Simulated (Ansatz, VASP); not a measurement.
**Two plane-wave programs on Ge2Bi2S**

```
Ge Bi S
1.0
     5.46946    0.00000    0.00000
     0.00000    5.46946    0.00000
     0.00000    0.00000    7.43801
Ge Bi S
2 2 1
Direct
  0.50000 0.50000 0.16907
  0.50000 0.50000 0.83093
  0.50000 0.00000 0.50000
  0.00000 0.50000 0.50000
  0.50000 0.50000 0.50000
```

Alike in both runs: functional PBE; k mesh 4 × 4 × 4; occupations gaussian, width 0.1 eV; no spin polarisation.

Ansatz relaxed the structure, and its values are those at the end. VASP's run is a single point on that final structure, the one shown.

|  | VASP | Ansatz |
| --- | --- | --- |
| version | VASP 6.6.1 | Ansatz 0.2.0 |
| potentials or method | VASP PAW PBE potentials, release 64 (Ge_d, Bi_d, S), cutoff 520 eV | scalar-relativistic, plane waves, PAW |
| valence electrons in the cell | 64 | 64 |

|  | VASP | Ansatz | Ansatz less VASP |
| --- | --- | --- | --- |
| gap on the k mesh at the Fermi level (eV) | none | none | - |
| pressure (GPa) | 0.0 | 0.0 | +0.03 |
| rms of the force components (eV/Å) | 0.014 | 0.013 | -0.0007 |

A gap of «none» marks a metal or a gap that the smearing closes.

Spin-orbit coupling is off throughout.
